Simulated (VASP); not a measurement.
Input of a VASP 6.6.1 run:

INCAR

```
PREC = Accurate ; ENCUT = 600
EDIFF = 1E-6 ; ISMEAR = 0
SIGMA = 0.01 ; LREAL = False
LASPH = True ; NELM = 100
ALGO = Normal ; ISIF = 3
LWAVE = False ; LCHARG = False
GGA = PS ; IBRION = 2
NSW = 100 ; EDIFFG = -0.002
PSTRESS = 100.0
```

Contents of KPOINTS:

```
Automatic mesh
0
Gamma
  8 8 8
```

The input POSCAR:

```
LiCl
1.0
    0.0000000000      2.5314058748      2.5314058748
    2.5314058748      0.0000000000      2.5314058748
    2.5314058748      2.5314058748      0.0000000000
Li Cl
1 1
Direct
    0.0000000000      0.0000000000      0.0000000000
    0.5000000000      0.5000000000      0.5000000000
```

Potentials or basis: VASP PAW PBE potentials, release 64 (Li_sv, Cl).

Run with:

```console
$ cat potpaw_PBE.64/Li_sv/POTCAR potpaw_PBE.64/Cl/POTCAR > POTCAR
$ mpirun -np 1 vasp_std > vasp.out
```

Question: What does it give for the relaxed volume?

Answer: 13.43 Å³/atom.

Question: Predict the relaxed cell.

Answer: a = 3.362 Å, b = 3.362 Å, c = 3.362 Å, α = 60.00°, β = 60.00°, γ = 60.00°.

Question: Estimate the band gap on the k mesh.

Answer: 6.75 eV, indirect (least direct gap 7.13 eV).

Final structure:
```
Li Cl
1.0
     0.00000    2.37703    2.37703
     2.37703    0.00000    2.37703
     2.37703    2.37703    0.00000
Li Cl
1 1
Cartesian
  4.7541 2.3770 2.3770
  2.3770 2.3770 2.3770
```

Caveat: the cutoff is under 1.25 times the usual one of these potentials, so pressure, stress and relaxed cells hold a basis-set (Pulay) error; the cell is relaxed towards a set pressure, so the enthalpy falls and the energy may rise; the volume moved by over 15 % at a fixed basis, so the end points are rough; the PAW data sets were made with another functional, which shifts forces and pressure a little. A k mesh can miss the band edges.
